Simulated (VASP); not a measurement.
Set up this calculation in VASP 6.6.1, as the native input.

- Task: single point
- Functional: LDA
- Potentials or basis: VASP PAW LDA potentials, release 64 (Tl_d)
- Cutoff: 520 eV
- k mesh: 3 × 2 × 3
- Occupations: fermi-dirac, width 0.15 eV
- Spin: no spin polarisation
- Dipole correction: no
- Further INCAR settings: ALGO = Normal; EDIFF = 1e-07; NBANDS = 96

The structure of Tl (a cell with a defect) lies in POSCAR:

```
Tl
1.0
    6.9200000000      0.0000000000      0.0000000000
   -5.1900000000      8.9893440000      0.0000000000
    0.0000000000      0.0000000000      5.5325400000
Tl
13
Direct
   -0.0217511862     -0.0134356856      0.0099108185
    0.0785649276      0.1852942773      0.5495181237
    0.0038331929      0.3222762417      0.0596299349
    0.1803762596      0.5926644925      0.5651295788
   -0.0240625794      0.6327495088      0.0806578895
    0.3352745087      1.0304548363      0.3872331696
    0.4900077050     -0.0269702661     -0.0918220203
    0.7449542749      0.2988295920      0.5643778445
    0.4795046254      0.3079647414      0.0151223489
    0.5156525974      0.4844583765      0.4926420776
    0.4973545228      0.6466520805      0.0077022489
    0.6248559146      0.8830845721      0.4313863072
    0.9366158628      0.7725063141      0.5979246422
```

These files were run (other wordings do the same):

INCAR

```
ALGO = Normal ; EDIFF = 1E-7
ENCUT = 520 ; GGA = CA
ISIF = 2 ; ISMEAR = -1
LASPH = T ; LCHARG = F
LREAL = F ; LWAVE = F
NBANDS = 96 ; NELM = 100
PREC = Accurate ; SIGMA = 0.15
```

KPOINTS

```
k-points
0
Gamma
  3 2 3
```

Potentials or basis: VASP PAW LDA potentials, release 64 (Tl_d).

Launch:

```sh
$ cat potpaw_LDA.64/Tl_d/POTCAR > POTCAR
$ mpirun -np 1 vasp_std > vasp.out
```

It gave:

The pressure is 3.0 GPa. The largest force is 0.033 eV/Å and the band gap on the k mesh is zero (an odd number of electrons rules out a gap without spin polarisation).

Caveat: the k points lie up to 0.38 Å⁻¹ apart, too coarse for converged energies and pressures of a metal; spin-orbit coupling is left out, which moves the levels of the heavy elements.

It took 4.2 min on 1 thread of Intel(R) Xeon(R) Platinum 8488C (Sapphire Rapids) (shared host), peak memory 0.45 GiB.
